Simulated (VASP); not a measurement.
Input of a VASP 6.6.1 run:

Contents of INCAR:

```
  ALGO = Normal
  EDIFF = 1E-7
  ENCUT = 520
  GGA = PE
  ISIF = 2
  ISMEAR = -1
  LASPH = True
  LCHARG = False
  LREAL = False
  LWAVE = False
  NBANDS = 19
  NELM = 100
  PREC = Accurate
  SIGMA = 0.08
```

The input KPOINTS:

```
k-points
0
Gamma
  13 13 7
```

Contents of POSCAR:

```
Ti
1.0
    2.9301986205      0.0000000000      0.0000000000
   -1.4650993102      2.5376264435      0.0000000000
    0.0000000000      0.0000000000      4.6545493880
Ti
2
Direct
    0.3333333333      0.6666666667      0.2500000000
    0.6666666667      0.3333333333      0.7500000000
```

Potentials or basis: VASP PAW PBE potentials, release 64 (Ti_sv).

Command:

```sh
$ cat potpaw_PBE.64/Ti_sv/POTCAR > POTCAR
$ mpirun -np 1 vasp_std > vasp.out
```

(1) What does it give for the band gap on the k mesh?

(2) Predict the pressure.

## Answers

(1) zero (bands 12 and 13 overlap by 1.11 eV).

(2) 0.4 GPa.
